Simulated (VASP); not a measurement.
# ScCu: single point with LDA

ScCu:

```xyz
2
Lattice="3.2776 0.0000 0.0000 0.0000 3.2776 0.0000 0.0000 0.0000 3.2776" Properties=species:S:1:pos:R:3 pbc="T T T"
Sc    1.6388    1.6388    1.6388
Cu    0.0000    0.0000    0.0000
```

```
Program                : VASP 6.6.1
Task                   : single point
Functional             : LDA
Potentials or basis    : VASP PAW LDA potentials, release 64 (Sc_sv, Cu)
Cutoff                 : 520 eV
k mesh                 : 11 × 11 × 11
Occupations            : fermi-dirac, width 0.05 eV
Spin                   : no spin polarisation
Dipole correction      : no
Further INCAR settings : ALGO = Normal; EDIFF = 1e-06; NBANDS = 18
```

```
Pressure               : -8.4 GPa
Band gap on the k mesh : zero (bands 11 and 12 overlap by 1.77 eV)
```

Levels at points of the mesh, in eV from the Fermi level:
```
           k point  band 8  band 9  band 10  band 11  band 12  band 13  band 14  band 15
(0.00, 0.00, 0.00)   -2.99   -2.99    -2.99     0.47     0.47     3.05     3.05     3.05
```

Wall time 30 s on 1 thread of Intel Xeon 8259CL (shared host), peak memory 0.15 GiB.

Caveat: the cell stands under tension.
